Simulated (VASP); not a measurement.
A run of VASP 6.6.1 is set up as follows.

Contents of INCAR:

```
SYSTEM = W
PREC = Accurate ; ENCUT = 520
EDIFF = 1E-6 ; ISMEAR = -1
SIGMA = 0.1 ; LREAL = .False.
LASPH = .True. ; NELM = 80
ALGO = Normal ; ISIF = 2
LWAVE = .False. ; LCHARG = .False.
GGA = PS ; NBANDS = 13
```

KPOINTS

```
Automatic mesh
0
Gamma
  14 14 14
  0 0 0
```

The input POSCAR:

```
W
1.0
    2.5744307948      0.0000000000      0.0000000000
    0.0000000000      2.5744307948      0.0000000000
    0.0000000000      0.0000000000      2.5744307948
W
1
Direct
    0.0000000000      0.0000000000      0.0000000000
```

Potentials or basis: VASP PAW PBE potentials, release 64 (W_sv).

The run is started by

```console
$ cat potpaw_PBE.64/W_sv/POTCAR > POTCAR
$ mpirun -np 1 vasp_std > vasp.out
```

Estimate the pressure.

11.0 GPa.

Predict the band gap on the k mesh.

zero (band 7 reaches 12.08 eV, above the bottom of band 8 at 9.34 eV).

Caveat: the PAW data sets were made with another functional, which shifts forces and pressure a little; spin-orbit coupling is left out, which moves the levels of the heavy elements.
